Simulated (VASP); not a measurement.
Mg2ZnS3:

```
Mg Zn S
1.0
     6.49939    0.00000    0.00000
    -3.24969    5.62863    0.00000
     0.00000    0.00000    3.53714
Mg Zn S
2 1 3
Direct
  0.33333 0.66667 0.00000
  0.66667 0.33333 0.00000
  0.00000 0.00000 0.00000
  0.50000 0.00000 0.50000
  0.00000 0.50000 0.50000
  0.50000 0.50000 0.50000
```

```yaml
Program: VASP 6.6.1
Task: relaxation of cell and atoms
Functional: PBE
Potentials_or_basis: VASP PAW PBE potentials, release 64 (Mg, Zn, S)
Cutoff: 600 eV
k_mesh: 3 × 3 × 6
Occupations: gaussian, width 0.1 eV
Spin: no spin polarisation
```

At the start: pressure -0.5 GPa; volume 21.57 Å³/atom.

Task: Where does the relaxation end?

Result: Over 5 steps the energy falls by 2.3 meV/atom and the volume is 21.13 Å³/atom (-2.0 %); space group P6/mmm (No. 191, to 0.05 Å).

The path:
```tsv
step	energy change (eV)	largest force (eV/Å)	pressure (GPa)	volume (Å³)
1	0.0000	0.0000	-0.48	129.40
2	-0.0072	0.0000	-0.17	128.20
3	-0.0113	0.0000	0.51	125.73
4	-0.0116	0.0000	0.40	126.20
5	-0.0140	0.0000	-0.01	126.77
```

Final structure:
```cif
data_structure
_symmetry_space_group_name_H-M 'P 1'
_symmetry_Int_Tables_number 1
_cell_length_a 6.3875
_cell_length_b 6.3875
_cell_length_c 3.5878
_cell_angle_alpha 90.000
_cell_angle_beta 90.000
_cell_angle_gamma 120.000
_cell_volume 126.77
loop_
_atom_site_label
_atom_site_type_symbol
_atom_site_fract_x
_atom_site_fract_y
_atom_site_fract_z
_atom_site_occupancy
Mg1 Mg 0.33333 0.66667 0.00000 1
Mg2 Mg 0.66667 0.33333 0.00000 1
Zn1 Zn 0.00000 0.00000 0.00000 1
S1 S 0.50000 0.00000 0.50000 1
S2 S 0.00000 0.50000 0.50000 1
S3 S 0.50000 0.50000 0.50000 1
```

Caveat: the k points lie up to 0.38 Å⁻¹ apart in the final cell.
